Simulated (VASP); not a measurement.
# Fe (Im-3m) in VASP: a series of runs

Aim: see how the results for Fe move with the level of theory and the settings. Levels: revPBE, PBE. Tasks: relaxation of cell and atoms, single point.

Everything below comes from runs of VASP 6.6.1. Logs are shortened: lines on timing, memory, paths and dates and some standing lists are left out, and cuts for length are marked.

## 1. The cell of the first run

It takes space group Im-3m (No. 229, cubic). Conventional cell: a = 2.886 Å, b = 2.886 Å, c = 2.886 Å, α = 90.00°, β = 90.00°, γ = 90.00°. Fe (site symmetry m-3m) has 14 Fe at 2.50 to 2.89 Å within 3.3 Å.

## 2. Relaxation of cell and atoms, revPBE, collinear spin, ferromagnetic start

Input file INCAR:

```
SYSTEM = Fe
PREC = Accurate
ENCUT = 600
EDIFF = 1E-6
ISMEAR = -1
SIGMA = 0.05
LREAL = .False.
LASPH = .True.
NELM = 150
ALGO = Normal
ISIF = 3
LWAVE = .False.
LCHARG = .False.
ISPIN = 2
MAGMOM = 3
LORBIT = 11
LMAXMIX = 4
GGA = RE
IBRION = 2
NSW = 80
EDIFFG = -0.005
```

Input file KPOINTS:

```
Automatic mesh
0
Gamma
  13 13 13
  0 0 0
```

Input file POSCAR:

```
Fe
1.0
   -1.4430000000      1.4430000000      1.4430000000
    1.4430000000     -1.4430000000      1.4430000000
    1.4430000000      1.4430000000     -1.4430000000
Fe
1
Direct
    0.0000000000      0.0000000000      0.0000000000
```

Potentials or basis: VASP PAW PBE potentials, release 64 (Fe).

Launch:

```console
$ cat potpaw_PBE.64/Fe/POTCAR > POTCAR
$ mpirun -np 1 vasp_std > vasp.out
```

OUTCAR:

```text
SYSTEM = Fe
   PREC = Accurate
   ENCUT = 600
   EDIFF = 1E-6
   ISMEAR = -1
   LREAL = .False.
   LASPH = .True.
   NELM = 150
   ISIF = 3
   ISPIN = 2
   LORBIT = 11
   GGA = RE
   IBRION = 2
   NSW = 80
   EDIFFG = -0.005

 ion  position               nearest neighbor table
   1  0.000  0.000  0.000-

  LATTYP: Found a body centered cubic cell.
 ALAT       =     2.8860000000

  Lattice vectors:

 A1 = (  -1.4430000000,   1.4430000000,   1.4430000000)
 A2 = (   1.4430000000,  -1.4430000000,   1.4430000000)
 A3 = (   1.4430000000,   1.4430000000,  -1.4430000000)

Analysis of symmetry for initial positions (statically):
=====================================================================
 Subroutine PRICEL returns:
 Original cell was already a primitive cell.

 Routine SETGRP: Setting up the symmetry group for a
 body centered cubic supercell.

 Subroutine GETGRP returns: Found 48 space group operations
 (whereof 48 operations were pure point group operations)
 out of a pool of 48 trial point group operations.

The static configuration has the point symmetry O_h .

Analysis of symmetry for dynamics (positions and initial velocities):
=====================================================================
 Subroutine PRICEL returns:
 Original cell was already a primitive cell.

 Routine SETGRP: Setting up the symmetry group for a
 body centered cubic supercell.

 Subroutine GETGRP returns: Found 48 space group operations
 (whereof 48 operations were pure point group operations)
 out of a pool of 48 trial point group operations.

The dynamic configuration has the point symmetry O_h .

Analysis of structural, dynamic, and magnetic symmetry:
=====================================================================
 Subroutine PRICEL returns:
 Original cell was already a primitive cell.

 Routine SETGRP: Setting up the symmetry group for a
 body centered cubic supercell.

 Subroutine GETGRP returns: Found 48 space group operations
 (whereof 48 operations were pure point group operations)
 out of a pool of 48 trial point group operations.

The overall configuration has the point symmetry O_h .

 Subroutine INISYM returns: Found 48 space group operations
 (whereof 48 operations are pure point group operations),
 and found     1 'primitive' translations

----------------------------------------------------------------------------------------

                                     Primitive cell

  volume of cell :      12.0187

  direct lattice vectors                    reciprocal lattice vectors
    -1.443000000  1.443000000  1.443000000     0.000000000  0.346500347  0.346500347
     1.443000000 -1.443000000  1.443000000     0.346500347  0.000000000  0.346500347
     1.443000000  1.443000000 -1.443000000     0.346500347  0.346500347  0.000000000

  length of vectors
     2.499349315  2.499349315  2.499349315     0.490025489  0.490025489  0.490025489

  position of ions in fractional coordinates (direct lattice)
     0.000000000  0.000000000  0.000000000

  ion indices of the primitive-cell ions
   primitive index   ion index
                 1           1

----------------------------------------------------------------------------------------

 KPOINTS: Automatic mesh

Automatic generation of k-mesh.
 Grid dimensions read from file:
 generate k-points for:   13   13   13

 Generating k-lattice:

  Cartesian coordinates                     Fractional coordinates (reciprocal lattice)
     0.000000000  0.026653873  0.026653873     0.076923077  0.000000000  0.000000000
     0.026653873  0.000000000  0.026653873     0.000000000  0.076923077  0.000000000
     0.026653873  0.026653873  0.000000000     0.000000000  0.000000000  0.076923077

  Length of vectors
     0.037694268  0.037694268  0.037694268

  Shift w.r.t. Gamma in fractional coordinates (k-lattice)
     0.000000000  0.000000000  0.000000000

 Subroutine IBZKPT returns following result:
 ===========================================

 Found     84 irreducible k-points:

 Following reciprocal coordinates:
            Coordinates               Weight
  0.000000  0.000000  0.000000      1.000000
  0.076923  0.000000  0.000000     12.000000
  0.153846  0.000000  0.000000     12.000000
  0.230769  0.000000  0.000000     12.000000
  0.307692  0.000000  0.000000     12.000000
  0.384615  0.000000  0.000000     12.000000
[... 16 lines left out ...]
  0.153846  0.076923  0.076923     24.000000
  0.230769  0.076923  0.076923     24.000000
 [... further k-points ...]
   k-points           NKPTS =     84   k-points in BZ     NKDIM =     84   number of bands    NBANDS=     10
   number of dos      NEDOS =    301   number of ions     NIONS =      1
   total plane-waves  NPLWV =   8000
   dimension x,y,z NGX =    20 NGY =   20 NGZ =   20
   dimension x,y,z NGXF=    40 NGYF=   40 NGZF=   40
   ions per type =               1
   NGX,Y,Z   is equivalent  to a cutoff of  13.30, 13.30, 13.30 a.u.
[... 28 lines left out ...]
   IALGO  =     38    algorithm
   IMIX   =      4    mixing-type and parameters
     AMIX     =   0.40;   BMIX     =  1.00
     AMIX_MAG =   1.60;   BMIX_MAG =  1.00
  volume/ion in A,a.u.               =      12.02        81.11
  Fermi-wavevector in a.u.,A,eV,Ry     =   1.429394  2.701162 27.798962  2.043166
  Thomas-Fermi vector in A             =   2.549352
   LORBIT       =     11    0 simple, 1 ext, 2 COOP (PROOUT), +10 PAW based schemes
   GGA     = RE    functional components
   LHFCALC =     F    Hartree Fock is set to
   AEXX    =    0.0000 exact exchange contribution
   IVDW    =     0    specifies the selected vdW correction
   LEPSILON=     F    determine dielectric tensor
   LRPA    =     F    only Hartree local field effects (RPA)
 conjugate gradient relaxation of ions
 spin polarized calculation
  energy-cutoff  :      600.00
  volume of cell :       12.02
 maximum number of plane-waves:       415
   NGX =  9   NGY =  9   NGZ =  9

--------------------------------------- Ionic step        1  -------------------------------------------

 number of electron       7.9999995 magnetization       2.3256863

 Free energy of the ion-electron system (eV)
  ---------------------------------------------------
  ext. energy  EPLUGINS =         0.00000000
  ---------------------------------------------------
  free energy    TOTEN  =        -7.85154617 eV

  energy without entropy =       -7.84155386  energy(sigma->0) =       -7.84655002

------------------------ aborting loop because EDIFF is reached ----------------------------------------

  FORCE on cell =-STRESS in cart. coord.  units (eV):
  Direction    XX          YY          ZZ          XY          YZ          ZX
  --------------------------------------------------------------------------------------
  -------------------------------------------------------------------------------------
  Total       -0.3486124     -0.3486124     -0.3486124      0.0000000      0.0000000      0.0000000
  in kB      -46.4723227    -46.4723227    -46.4723227      0.0000000      0.0000000      0.0000000
  external PRESSURE =     -46.4723227 kB  Pullay stress =       0.0000000 kB
[... 160 lines left out ...]
  energy  without entropy=       -7.8486892303  energy(sigma->0) =       -7.85350975

--------------------------------------- Ionic step        6  -------------------------------------------

 number of electron       8.0000002 magnetization       2.1971536

 Free energy of the ion-electron system (eV)
  ---------------------------------------------------
  ext. energy  EPLUGINS =         0.00000000
  ---------------------------------------------------
  free energy    TOTEN  =        -7.85833608 eV

  energy without entropy =       -7.84872028  energy(sigma->0) =       -7.85352818

 E-fermi :   5.6946     XC(G=0): -12.9433

 val. band max:        5.6862463368   @ k =  -0.4615   0.4615   0.4615
 cond. band min:       5.7011129580   @ k =  -0.4615  -0.4615   0.3846
 fundamental gap:      0.0148666212
 Fermi energy:         5.6946439043

 spin component 1

 k-point     1 :       0.0000    0.0000    0.0000
  band No.  band energies     occupation
      1      -2.5696      1.00000
      2       3.4457      1.00000
      3       3.4457      1.00000
      4       3.4457      1.00000
      5       4.5989      1.00000
      6       4.5989      1.00000
      7      30.5607      0.00000
      8      30.5607      0.00000
      9      30.5607      0.00000
     10      35.5230      0.00000
[... 287 lines left out ...]
 k-point    24 :       0.2308    0.0769    0.0769
  band No.  band energies     occupation
      1       0.7900      1.00000
      2       2.6453      1.00000
      3       3.0396      1.00000
      4       4.5625      1.00000
      5       4.7022      1.00000
      6       5.8210      0.07392
      7      18.9705      0.00000
      8      23.0172      0.00000
      9      24.8761      0.00000
     10      32.2597      0.00000

 [... further k-points ...]

 spin component 2

 k-point     1 :       0.0000    0.0000    0.0000
  band No.  band energies     occupation
      1      -2.4586      1.00000
      2       5.3941      0.99756
      3       5.3942      0.99755
      4       5.3942      0.99755
      5       7.4345      0.00000
      6       7.4347      0.00000
      7      30.2197      0.00000
      8      30.2197      0.00000
      9      30.2197      0.00000
     10      35.6443      0.00000
[... 287 lines left out ...]
 k-point    24 :       0.2308    0.0769    0.0769
  band No.  band energies     occupation
      1       1.2030      1.00000
      2       4.4113      1.00000
      3       4.6430      1.00000
      4       7.2357      0.00000
      5       7.5554      0.00000
      6       7.8175      0.00000
      7      19.6755      0.00000
      8      23.3408      0.00000
      9      25.5439      0.00000
     10      32.2044      0.00000

 [... further k-points ...]
[... 5 lines left out ...]
  --------------------------------------------------------------------------------------
  -------------------------------------------------------------------------------------
  Total        0.0019876      0.0019876      0.0019876      0.0000000      0.0000000     -0.0000000
  in kB        0.2750033      0.2750033      0.2750033      0.0000000      0.0000000     -0.0000000
  external PRESSURE =       0.2750033 kB  Pullay stress =       0.0000000 kB
[... 16 lines left out ...]
  FREE ENERGIE OF THE ION-ELECTRON SYSTEM (eV)
  ---------------------------------------------------
  free  energy   TOTEN  =        -7.8583360807 eV

  energy  without entropy=       -7.8487202835  energy(sigma->0) =       -7.85352818

 reached required accuracy - stopping structural energy minimisation

 total charge

# of ion       s       p       d       tot
------------------------------------------
    1        0.478   0.525   6.222   7.225

 magnetization (x)

# of ion       s       p       d       tot
------------------------------------------
    1       -0.015  -0.063   2.281   2.203
```

Wall time 36 s (1 thread of AMD EPYC 9R45 (Zen 5), shared host); peak memory 0.12 GiB.

Results:

```yaml
Free_energy: -7.8583 eV
Relaxed_volume: 11.58 Å³/atom
Relaxed_cell: a = 2.469 Å, b = 2.469 Å, c = 2.469 Å, α = 109.47°, β = 109.47°, γ = 109.47°
Space_group_after_relaxing_to_0.05_Å: Im-3m (No. 229)
Energy_gained_by_relaxing: 6.8 meV/atom
Ionic_steps: 6
Pressure_after_relaxing: 0.0 GPa
Net_moment: 2.20 μB per cell
Site_moments: Fe +2.20 μB
Valence_electrons_inside_the_program's_atomic_spheres: Fe 7.22
```

The path:
```csv
step,energy change (eV),largest force (eV/Å),pressure (GPa),volume (Å³)
1,0.0000,0.0000,-4.65,12.02
2,-0.0058,0.0000,2.23,11.42
3,-0.0068,0.0000,-0.10,11.58
4,-0.0068,0.0000,0.14,11.57
5,-0.0068,0.0000,-0.14,11.59
6,-0.0068,0.0000,0.03,11.58
```

Final structure:
```
CELL_PARAMETERS angstrom
-1.42521 1.42521 1.42521
1.42521 -1.42521 1.42521
1.42521 1.42521 -1.42521
ATOMIC_POSITIONS crystal
Fe 0.00000 0.00000 0.00000
```

Levels at points of the mesh, in eV from the Fermi level:
Spin up:
| k point | band 2 | band 3 | band 4 | band 5 | band 6 | band 7 | band 8 | band 9 |
| --- | --- | --- | --- | --- | --- | --- | --- | --- |
| (0.00, 0.00, 0.00) | -2.25 | -2.25 | -2.25 | -1.10 | -1.10 | 24.87 | 24.87 | 24.87 |
Spin down:
| k point | band 1 | band 2 | band 3 | band 4 | band 5 | band 6 | band 7 |
| --- | --- | --- | --- | --- | --- | --- | --- |
| (0.00, 0.00, 0.00) | -8.15 | -0.30 | -0.30 | -0.30 | 1.74 | 1.74 | 24.53 |

Caveat: the PAW data sets were made with another functional, which shifts forces and pressure a little.

## 3. Single point, PBE, collinear spin, ferromagnetic start

Input file INCAR:

```
SYSTEM = Fe
PREC = Accurate
ENCUT = 520
EDIFF = 1E-7
ISMEAR = -1
SIGMA = 0.05
LREAL = .FALSE.
LASPH = .TRUE.
NELM = 150
ALGO = Normal
ISIF = 2
LWAVE = .FALSE.
LCHARG = .FALSE.
ISPIN = 2
MAGMOM = 3
LORBIT = 11
LMAXMIX = 4
GGA = PE
NBANDS = 14
```

Input file KPOINTS:

```
regular mesh
0
G
  11 11 11
  0 0 0
```

POSCAR is that of step 2.

Potentials or basis: VASP PAW PBE potentials, release 64 (Fe).

Launch:

```console
$ cat potpaw_PBE.64/Fe/POTCAR > POTCAR
$ mpirun -np 1 vasp_std > vasp.out
```

Run time: 9.9 s. Hardware: 1 thread of Intel Xeon 6975P-C (Granite Rapids), shared host; peak memory 0.13 GiB.

The run converged. Its results:

- Free energy: -8.2257 eV
- Pressure: -9.4 GPa
- Net moment: 2.28 μB per cell
- Site moments: Fe +2.29 μB
- Valence electrons inside the program's atomic spheres: Fe 7.16

Levels at points of the mesh, in eV from the Fermi level:
Spin up:
```csv
k point,band 2,band 3,band 4,band 5,band 6,band 7,band 8,band 9
"(0.00, 0.00, 0.00)",-2.15,-2.15,-2.15,-1.04,-1.04,24.54,24.54,24.54
```
Spin down:
```csv
k point,band 1,band 2,band 3,band 4,band 5,band 6
"(0.00, 0.00, 0.00)",-7.88,-0.14,-0.14,-0.14,1.78,1.78
```

## 4. Single point, PBE, collinear spin, ferromagnetic start

This run uses another cell than the first one, of 10.11 Å³/atom, 0.841 times its volume.

Input file INCAR:

```
PREC = Accurate
ENCUT = 520
EDIFF = 1E-6
ISMEAR = -1
SIGMA = 0.05
LREAL = False
LASPH = True
NELM = 150
ALGO = Normal
ISIF = 2
LWAVE = False
LCHARG = False
ISPIN = 2
MAGMOM = 3
LORBIT = 11
LMAXMIX = 4
GGA = PE
NBANDS = 14
```

Input file KPOINTS:

```
Automatic mesh
0
Gamma
  13 13 13
```

Input file POSCAR:

```
Fe
1.0
   -1.3619744712      1.3619744712      1.3619744712
    1.3619744712     -1.3619744712      1.3619744712
    1.3619744712      1.3619744712     -1.3619744712
Fe
1
Direct
    0.0000000000      0.0000000000      0.0000000000
```

Launch:

```console
$ cat potpaw_PBE.64/Fe/POTCAR > POTCAR
$ mpirun -np 1 vasp_std > vasp.out
```

Run time: 9.9 s. Hardware: 1 thread of Intel Xeon 6975P-C (Granite Rapids), shared host; peak memory 0.13 GiB.

The run converged. Its results:

| Quantity | Value |
| --- | --- |
| Free energy | -8.1477 eV |
| Pressure | 29.3 GPa |
| Band gap on the k mesh | zero (filled and empty bands overlap) |
| Net moment | 2.00 μB per cell |
| Site moments | Fe +1.98 μB |
| Valence electrons inside the program's atomic spheres | Fe 7.54 |

Levels at points of the mesh, in eV from the Fermi level:
Spin up:
```csv
k point,band 1,band 2,band 3,band 4,band 5,band 6,band 7,band 8,band 9,band 10
"(0.00, 0.00, 0.00)",-9.26,-2.64,-2.64,-2.64,-1.18,-1.18,26.05,26.05,26.05,31.95
```
Spin down:
| k point | band 1 | band 2 | band 3 | band 4 | band 5 | band 6 |
| --- | --- | --- | --- | --- | --- | --- |
| (0.00, 0.00, 0.00) | -9.07 | -0.93 | -0.93 | -0.93 | 1.42 | 1.42 |

## 5. Single point, PBE, collinear spin, ferromagnetic start

This run uses another cell than the first one, of 10.42 Å³/atom, 0.867 times its volume.

Input file INCAR:

```
  PREC = Accurate
  ENCUT = 520
  EDIFF = 1E-7
  ISMEAR = -1
  SIGMA = 0.05
  LREAL = False
  LASPH = True
  NELM = 150
  ALGO = Normal
  ISIF = 2
  LWAVE = False
  LCHARG = False
  ISPIN = 2
  MAGMOM = 3
  LORBIT = 11
  LMAXMIX = 4
  GGA = PE
  NBANDS = 14
```

Input file KPOINTS:

```
regular mesh
0
Gamma
  13 13 13
```

Input file POSCAR:

```
Fe
1.0
   -1.3760166192      1.3760166192      1.3760166192
    1.3760166192     -1.3760166192      1.3760166192
    1.3760166192      1.3760166192     -1.3760166192
Fe
1
Direct
    0.0000000000      0.0000000000      0.0000000000
```

Launch:

```console
$ cat potpaw_PBE.64/Fe/POTCAR > POTCAR
$ mpirun -np 1 vasp_std > vasp.out
```

It took 11 s on 1 thread of Intel Xeon 6975P-C (Granite Rapids), shared host; peak memory 0.13 GiB.

The run converged. Its results:

- Free energy: -8.1954 eV
- Pressure: 19.4 GPa
- Band gap on the k mesh: zero (filled and empty bands overlap)
- Net moment: 2.02 μB per cell
- Site moments: Fe +2.01 μB
- Valence electrons inside the program's atomic spheres: Fe 7.46

Levels at points of the mesh, in eV from the Fermi level:
Spin up:
```tsv
k point	band 1	band 2	band 3	band 4	band 5	band 6	band 7	band 8	band 9	band 10
(0.00, 0.00, 0.00)	-9.04	-2.53	-2.53	-2.53	-1.15	-1.15	25.78	25.78	25.78	31.45
```
Spin down:
```
           k point  band 1  band 2  band 3  band 4  band 5  band 6  band 7
(0.00, 0.00, 0.00)   -8.86   -0.81   -0.81   -0.81    1.47    1.47   25.57
```

## 6. Single point, PBE, collinear spin, ferromagnetic start

This run uses another cell than the first one, of 10.82 Å³/atom, 0.900 times its volume.

Input file INCAR:

```
SYSTEM = Fe
PREC = Accurate
ENCUT = 520
EDIFF = 1E-7
ISMEAR = -1
SIGMA = 0.05
LREAL = .False.
LASPH = .True.
NELM = 150
ALGO = Fast
ISIF = 2
LWAVE = .False.
LCHARG = .False.
ISPIN = 2
MAGMOM = 3
LORBIT = 11
LMAXMIX = 4
GGA = PE
NBANDS = 14
```

Input file KPOINTS:

```
regular mesh
0
Gamma
  13 13 13
  0 0 0
```

Input file POSCAR:

```
Fe
1.0
   -1.3932142974      1.3932142974      1.3932142974
    1.3932142974     -1.3932142974      1.3932142974
    1.3932142974      1.3932142974     -1.3932142974
Fe
1
Direct
    0.0000000000      0.0000000000      0.0000000000
```

Potentials or basis: VASP PAW PBE potentials, release 64 (Fe).

Launch:

```console
$ cat potpaw_PBE.64/Fe/POTCAR > POTCAR
$ mpirun -np 1 vasp_std > vasp.out
```

It took 12 s on 1 thread of Intel Xeon 6975P-C (Granite Rapids), shared host; peak memory 0.13 GiB.

Results (log left out):

```
Free energy                                           : -8.2308 eV
Pressure                                              : 9.6 GPa
Net moment                                            : 2.07 μB per cell
Site moments                                          : Fe +2.06 μB
Valence electrons inside the program's atomic spheres : Fe 7.38
```

Levels at points of the mesh, in eV from the Fermi level:
Spin up:
```csv
k point,band 1,band 2,band 3,band 4,band 5,band 6,band 7,band 8,band 9,band 10
"(0.00, 0.00, 0.00)",-8.78,-2.42,-2.42,-2.42,-1.13,-1.13,25.45,25.45,25.45,30.86
```
Spin down:
```csv
k point,band 1,band 2,band 3,band 4,band 5,band 6,band 7,band 8
"(0.00, 0.00, 0.00)",-8.60,-0.65,-0.65,-0.65,1.55,1.55,25.22,25.22
```

## 7. Overview

```csv
task,level,cell,k mesh,cutoff (eV),gap on the mesh (eV),pressure (GPa),moment (μB)
relaxation of cell and atoms,revPBE,"relaxed from a = 2.499 Å, angles 109.5°, 1 atom",13 × 13 × 13,600,none,0.0,2.20
single point,PBE,"a = 2.499 Å, angles 109.5°, 1 atom",11 × 11 × 11,520,none,-9.4,2.28
single point,PBE,"a = 2.359 Å, angles 109.5°, 1 atom",13 × 13 × 13,520,none,29.3,2.00
single point,PBE,"a = 2.383 Å, angles 109.5°, 1 atom",13 × 13 × 13,520,none,19.4,2.02
single point,PBE,"a = 2.413 Å, angles 109.5°, 1 atom",13 × 13 × 13,520,none,9.6,2.07
```

Alike in all rows: potentials or basis VASP PAW PBE potentials, release 64 (Fe); spin collinear, ferromagnetic start; smearing fermi-dirac 0.05 eV.

Caveats: the PAW data sets were made with another functional, which shifts forces and pressure a little (some runs).

Absolute energies hang on the potentials; compare differences alone.
